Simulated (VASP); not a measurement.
# NaCl (Pm-3m) in VASP: notebook

The runs below take NaCl through single point, with r2SCAN.

Everything below comes from runs of VASP 6.6.1. Logs are shortened: lines on timing, memory, paths and dates and some standing lists are left out, and cuts for length are marked.

## 1. The cell of the first run

It takes space group Pm-3m (No. 221, cubic). Conventional cell: a = 3.460 Å, b = 3.460 Å, c = 3.460 Å, α = 90.00°, β = 90.00°, γ = 90.00°. Within 3.9 Å of Na (site symmetry m-3m) lie 8 Cl at 3.00 Å and 6 Na at 3.46 Å. Cl (site symmetry m-3m) has 8 Na at 3.00 Å and 6 Cl at 3.46 Å within 3.9 Å.

## 2. Single point, r2SCAN

POSCAR

```
NaCl
1.0
    3.4595458397      0.0000000000      0.0000000000
    0.0000000000      3.4595458397      0.0000000000
    0.0000000000      0.0000000000      3.4595458397
Na Cl
1 1
Direct
    0.0000000000      0.0000000000      0.0000000000
    0.5000000000      0.5000000000      0.5000000000
```

INCAR.step1

```
SYSTEM = NaCl
PREC     = Accurate       ! precision mode
ENCUT    = 520            ! plane-wave cutoff, eV
ISMEAR   = 0              ! smearing method
SIGMA    = 0.01           ! smearing width, eV
LREAL    = .False.        ! projectors in reciprocal space
LASPH    = .True.         ! aspherical terms in the spheres
NELM     = 100            ! most SCF steps
NBANDS   = 14             ! bands
GGA      = PE             ! functional
ALGO     = Normal         ! electronic algorithm
EDIFF    = 1E-4           ! SCF threshold, eV
LWAVE    = .True.         ! write WAVECAR
LCHARG   = .False.        ! write CHGCAR
```

INCAR.step2

```
SYSTEM = NaCl
PREC     = Accurate       ! precision mode
ENCUT    = 520            ! plane-wave cutoff, eV
EDIFF    = 1E-7           ! SCF threshold, eV
ISMEAR   = 0              ! smearing method
SIGMA    = 0.01           ! smearing width, eV
LREAL    = .False.        ! projectors in reciprocal space
LASPH    = .True.         ! aspherical terms in the spheres
NELM     = 100            ! most SCF steps
ALGO     = Normal         ! electronic algorithm
ISIF     = 2              ! what is computed and relaxed
LWAVE    = .False.        ! write WAVECAR
LCHARG   = .True.         ! write CHGCAR
METAGGA  = R2SCAN         ! meta-GGA
LMIXTAU  = .True.       
LELF     = .True.         ! ELF
LVHAR    = .True.       
NBANDS   = 14             ! bands
ISTART   = 1
```

KPOINTS

```
regular mesh
0
Gamma
  6 6 6
  0 0 0
```

Potentials or basis: VASP PAW PBE potentials, release 64 (Na_pv, Cl).

Run with:

```
$ cat potpaw_PBE.64/Na_pv/POTCAR potpaw_PBE.64/Cl/POTCAR > POTCAR
$ cp INCAR.step1 INCAR
$ mpirun -np 1 vasp_std > vasp.out
$ cp INCAR.step2 INCAR
$ mpirun -np 1 vasp_std > vasp.out
```

OUTCAR:

```text
SYSTEM = NaCl
   PREC = Accurate
   ENCUT = 520
   EDIFF = 1E-7
   ISMEAR = 0
   LREAL = .False.
   LASPH = .True.
   NELM = 100
   ISIF = 2
   METAGGA = R2SCAN
   ISTART = 1

 ion  position               nearest neighbor table
   1  0.000  0.000  0.000-
   2  0.500  0.500  0.500-

  LATTYP: Found a simple cubic cell.
 ALAT       =     3.4595458397

  Lattice vectors:

 A1 = (   3.4595458397,   0.0000000000,   0.0000000000)
 A2 = (   0.0000000000,   3.4595458397,   0.0000000000)
 A3 = (   0.0000000000,   0.0000000000,   3.4595458397)

Analysis of symmetry for initial positions (statically):
=====================================================================
 Subroutine PRICEL returns:
 Original cell was already a primitive cell.

 Routine SETGRP: Setting up the symmetry group for a
 simple cubic supercell.

 Subroutine GETGRP returns: Found 48 space group operations
[... 9 lines left out ...]

 Routine SETGRP: Setting up the symmetry group for a
 simple cubic supercell.

 Subroutine GETGRP returns: Found 48 space group operations
[... 11 lines left out ...]
                                     Primitive cell

  volume of cell :      41.4054

  direct lattice vectors                    reciprocal lattice vectors
     3.459545840  0.000000000  0.000000000     0.289055282  0.000000000  0.000000000
     0.000000000  3.459545840  0.000000000     0.000000000  0.289055282  0.000000000
     0.000000000  0.000000000  3.459545840     0.000000000  0.000000000  0.289055282

  length of vectors
     3.459545840  3.459545840  3.459545840     0.289055282  0.289055282  0.289055282

  position of ions in fractional coordinates (direct lattice)
     0.000000000  0.000000000  0.000000000
     0.500000000  0.500000000  0.500000000

  ion indices of the primitive-cell ions
   primitive index   ion index
                 1           1
                 2           2

----------------------------------------------------------------------------------------

 KPOINTS: regular mesh

Automatic generation of k-mesh.
 Grid dimensions read from file:
 generate k-points for:    6    6    6

 Generating k-lattice:

  Cartesian coordinates                     Fractional coordinates (reciprocal lattice)
     0.048175880  0.000000000  0.000000000     0.166666667  0.000000000  0.000000000
     0.000000000  0.048175880  0.000000000     0.000000000  0.166666667  0.000000000
     0.000000000  0.000000000  0.048175880     0.000000000  0.000000000  0.166666667

  Length of vectors
     0.048175880  0.048175880  0.048175880

  Shift w.r.t. Gamma in fractional coordinates (k-lattice)
     0.000000000  0.000000000  0.000000000

 Subroutine IBZKPT returns following result:
 ===========================================

 Found     20 irreducible k-points:

 Following reciprocal coordinates:
            Coordinates               Weight
  0.000000  0.000000  0.000000      1.000000
  0.166667  0.000000  0.000000      6.000000
  0.333333  0.000000  0.000000      6.000000
  0.500000  0.000000  0.000000      3.000000
  0.166667  0.166667  0.000000     12.000000
  0.333333  0.166667  0.000000     24.000000
[... 12 lines left out ...]
  0.500000  0.500000  0.333333      6.000000
  0.500000  0.500000  0.500000      1.000000
   k-points           NKPTS =     20   k-points in BZ     NKDIM =     20   number of bands    NBANDS=     14
   number of dos      NEDOS =    301   number of ions     NIONS =      2
   total plane-waves  NPLWV =  21952
   dimension x,y,z NGX =    28 NGY =   28 NGZ =   28
   dimension x,y,z NGXF=    56 NGYF=   56 NGZF=   56
   ions per type =               1   1
   NGX,Y,Z   is equivalent  to a cutoff of  13.46, 13.46, 13.46 a.u.
   NGXF,Y,Z  is equivalent  to a cutoff of  26.91, 26.91, 26.91 a.u.
 SYSTEM =  NaCl
   PREC   = accura    normal or accurate (medium, high low for compatibility)
   ISTART =      1    job   : 0-new  1-cont  2-samecut
   ICHARG =      0    charge: 1-file 2-atom 10-const
   ISPIN  =      1    spin polarized calculation?
   LNONCOLLINEAR =      F non collinear calculations
   LSORBIT =      F    spin-orbit coupling
   LASPH  =      T    aspherical Exc in radial PAW
   ENCUT  =  520.0 eV  38.22 Ry    6.18 a.u.   6.43  6.43  6.43*2*pi/ulx,y,z
   NELM   =    100;   NELMIN=  2; NELMDL=  0     # of ELM steps
   EDIFF  = 0.1E-06   stopping-criterion for ELM
   LREAL  =      F    real-space projection
   EDIFFG = 0.1E-05   stopping-criterion for IOM
   NSW    =      0    number of steps for IOM
   IBRION =     -1    ionic relax: 0-MD 1-quasi-New 2-CG
   NFREE  =      0    steps in history (QN), initial steepest desc. (CG)
   ISIF   =      2    stress and relaxation
   ISYM   =      2    0-nonsym 1-usesym 2-fastsym
   POTIM  = 0.5000    time-step for ionic-motion
   TEBEG  =    0.0;   TEEND  =   0.0 temperature during run
   PSTRESS=    0.0 pullay stress
   NELECT =      14.0000    total number of electrons
   NUPDOWN=      -1.0000    fix difference up-down
   EMIN   =  10.00;   EMAX   =-10.00  energy-range for DOS
   EFERMI =   0.00;   METHOD = LEGACY
   ISMEAR =     0;   SIGMA  =   0.01  broadening in eV -4-tet -1-fermi 0-gaus
   EFERMI_NEDOS =   21; number of points for ismear=-14 and -15
   IALGO  =     38    algorithm
   IMIX   =      4    mixing-type and parameters
     AMIX     =   0.40;   BMIX     =  1.00
     AMIX_MAG =   1.60;   BMIX_MAG =  1.00
  volume/ion in A,a.u.               =      20.70       139.71
  Fermi-wavevector in a.u.,A,eV,Ry     =   1.140508  2.155248 17.697901  1.300759
  Thomas-Fermi vector in A             =   2.277210
   LORBIT       =      0    0 simple, 1 ext, 2 COOP (PROOUT), +10 PAW based schemes
   METAGGA = R2SCAN    functional components
   LHFCALC =     F    Hartree Fock is set to
   AEXX    =    0.0000 exact exchange contribution
   IVDW    =     0    specifies the selected vdW correction
   LEPSILON=     F    determine dielectric tensor
   LRPA    =     F    only Hartree local field effects (RPA)
 non-spin polarized calculation
 Gauss-broadening in eV      SIGMA  =   0.01
  energy-cutoff  :      520.00
  volume of cell :       41.41
 maximum number of plane-waves:      1141
 NGX is ok and might be reduce to    28
   NGX = 13   NGY = 13   NGZ = 13

 number of electron      13.9999999 magnetization

 Free energy of the ion-electron system (eV)
  ---------------------------------------------------
  ext. energy  EPLUGINS =         0.00000000
  ---------------------------------------------------
  free energy    TOTEN  =       -13.46547849 eV

  energy without entropy =      -13.46547849  energy(sigma->0) =      -13.46547849

 E-fermi :   0.3742     XC(G=0):  -9.0754

 val. band max:        0.2978027772   @ k =   0.5000   0.5000   0.0000
 cond. band min:       5.2484118082   @ k =   0.0000   0.0000   0.0000
 fundamental gap:      4.9506090310
 Fermi energy:         0.3741612148

 k-point     1 :       0.0000    0.0000    0.0000
  band No.  band energies     occupation
      1     -22.4989      2.00000
      2     -22.4989      2.00000
      3     -22.4989      2.00000
      4     -13.7978      2.00000
      5      -0.2384      2.00000
      6      -0.2384      2.00000
      7      -0.2384      2.00000
      8       5.2484      0.00000
      9       9.4372      0.00000
     10       9.4372      0.00000
     11      17.0980      0.00000
     12      17.0980      0.00000
     13      17.0980      0.00000
     14      17.6148      0.00000

 k-point     2 :       0.1667    0.0000    0.0000
  band No.  band energies     occupation
      1     -22.5100      2.00000
      2     -22.4979      2.00000
      3     -22.4979      2.00000
      4     -13.7035      2.00000
      5      -1.0579      2.00000
      6      -0.1784      2.00000
      7      -0.1784      2.00000
      8       5.9767      0.00000
      9       9.7604      0.00000
     10      10.0867      0.00000
     11      15.2183      0.00000
     12      15.2183      0.00000
     13      16.8852      0.00000
     14      17.3192      0.00000

 k-point     3 :       0.3333    0.0000    0.0000
  band No.  band energies     occupation
      1     -22.5320      2.00000
      2     -22.4959      2.00000
      3     -22.4959      2.00000
      4     -13.5032      2.00000
      5      -2.3052      2.00000
      6      -0.0536      2.00000
      7      -0.0536      2.00000
      8       7.2541      0.00000
      9      10.5947      0.00000
     10      10.6742      0.00000
     11      13.6121      0.00000
     12      13.6121      0.00000
     13      15.4933      0.00000
     14      17.4652      0.00000
[... 256 lines left out ...]
 k-point    19 :       0.5000    0.5000    0.3333
  band No.  band energies     occupation
      1     -22.5281      2.00000
      2     -22.5281      2.00000
      3     -22.5178      2.00000
      4     -12.8647      2.00000
      5      -1.8318      2.00000
      6      -1.8318      2.00000
      7      -1.2811      2.00000
      8       7.5625      0.00000
      9       8.7111      0.00000
     10       8.7111      0.00000
     11      14.6596      0.00000
     12      15.3046      0.00000
     13      17.1568      0.00000
     14      17.1568      0.00000

 k-point    20 :       0.5000    0.5000    0.5000
  band No.  band energies     occupation
      1     -22.5266      2.00000
      2     -22.5266      2.00000
      3     -22.5266      2.00000
      4     -12.7823      2.00000
      5      -1.7171      2.00000
      6      -1.7171      2.00000
      7      -1.7171      2.00000
      8       8.0494      0.00000
      9       8.0494      0.00000
     10       8.0494      0.00000
     11      13.5820      0.00000
     12      17.6452      0.00000
     13      17.6452      0.00000
     14      17.6452      0.00000

------------------------ aborting loop because EDIFF is reached ----------------------------------------

  FORCE on cell =-STRESS in cart. coord.  units (eV):
  Direction    XX          YY          ZZ          XY          YZ          ZX
  --------------------------------------------------------------------------------------
  -------------------------------------------------------------------------------------
  Total       -0.0689355     -0.0689355     -0.0689355      0.0000000     -0.0000000      0.0000000
  in kB       -2.6674512     -2.6674512     -2.6674512      0.0000000     -0.0000000      0.0000000
  external PRESSURE =      -2.6674512 kB  Pullay stress =       0.0000000 kB

 VOLUME and BASIS-vectors are now :
 -----------------------------------------------------------------------------
  energy-cutoff  :      520.00
  volume of cell :       41.41
      direct lattice vectors                 reciprocal lattice vectors
     3.459545840  0.000000000  0.000000000     0.289055282  0.000000000  0.000000000
     0.000000000  3.459545840  0.000000000     0.000000000  0.289055282  0.000000000
     0.000000000  0.000000000  3.459545840     0.000000000  0.000000000  0.289055282

 POSITION                                       TOTAL-FORCE (eV/Angst)
 -----------------------------------------------------------------------------------
      0.00000      0.00000      0.00000         0.000000      0.000000      0.000000
      1.72977      1.72977      1.72977         0.000000      0.000000      0.000000
 -----------------------------------------------------------------------------------
    total drift:                               -0.000000      0.000000      0.000000

  FREE ENERGIE OF THE ION-ELECTRON SYSTEM (eV)
  ---------------------------------------------------
  free  energy   TOTEN  =       -13.4654784872 eV

  energy  without entropy=      -13.4654784872  energy(sigma->0) =      -13.46547849
```

It used 55 s of CPU time on 1 thread of AMD EPYC 7R13 Processor (Zen 3), on a shared host.

Results:

```yaml
Free_energy: -13.4655 eV
Pressure: -0.3 GPa
Band_gap_on_the_k_mesh: 4.95 eV, indirect (least direct gap 5.49 eV)
```

Caveat: the PAW data sets were made with another functional, which shifts forces and pressure a little. r2SCAN opens gaps a little over a GGA but as a rule still falls short of measured ones.

(Part 1 of 2 ends here.)
